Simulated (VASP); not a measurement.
**Mg2SiN: single point with PBE**

The system is Mg2SiN.

```xyz
4
Lattice="3.6591 0.0000 0.0000 0.0000 3.6591 0.0000 0.0000 0.0000 5.3788" Properties=species:S:1:pos:R:3 pbc="T T T"
Mg    1.8295    1.8295    1.3750
Mg    1.8295    1.8295    4.0038
Si    0.0000    0.0000    2.6894
N     0.0000    0.0000    0.0000
```

| Quantity | Value |
| --- | --- |
| Program | VASP 6.6.1 |
| Task | single point |
| Functional | PBE |
| Potentials or basis | VASP PAW PBE potentials, release 64 (Mg, Si, N) |
| Cutoff | 520 eV |
| k mesh | 6 × 6 × 4 |
| Occupations | gaussian, width 0.1 eV |
| Spin | no spin polarisation |

```json
{
  "Pressure": "-10.6 GPa",
  "Largest force": "1.209 eV/Å"
}
```

Forces on the atoms (eV/Å):
```
Mg   0.000  0.000 -1.209
Mg   0.000  0.000  1.209
Si   0.000  0.000  0.000
N    0.000  0.000  0.000
```

Stress tensor (GPa, compression positive):
```
-14.05   0.00   0.00
  0.00 -14.05   0.00
  0.00   0.00  -3.80
```

Levels at points of the mesh, in eV from the Fermi level:
| k point | band 4 | band 5 | band 6 | band 7 | band 8 | band 9 |
| --- | --- | --- | --- | --- | --- | --- |
| (0.00, 0.00, 0.00) | -0.97 | -0.97 | 0.07 | 1.37 | 1.37 | 2.64 |
| (0.50, 0.00, 0.00) | -3.23 | -2.00 | -0.54 | 1.61 | 2.41 | 3.58 |
| (0.50, 0.50, 0.00) | -3.68 | -2.60 | -1.62 | -0.92 | -0.92 | 2.29 |
| (0.00, 0.00, 0.50) | -0.98 | -0.66 | -0.66 | 0.74 | 0.74 | 1.95 |
| (0.50, 0.00, 0.50) | -3.65 | -0.42 | -0.36 | 0.14 | 1.94 | 3.14 |
| (0.50, 0.50, 0.50) | -2.95 | -2.35 | -2.35 | -1.02 | 0.04 | 0.63 |

Run time: 13 s on 1 thread of AMD EPYC 9R45 (Zen 5), with other jobs on the host, peak memory 0.16 GiB.

Caveat: forces of over 1 eV/Å act on the atoms, so gaps and moduli don't describe the material at rest.
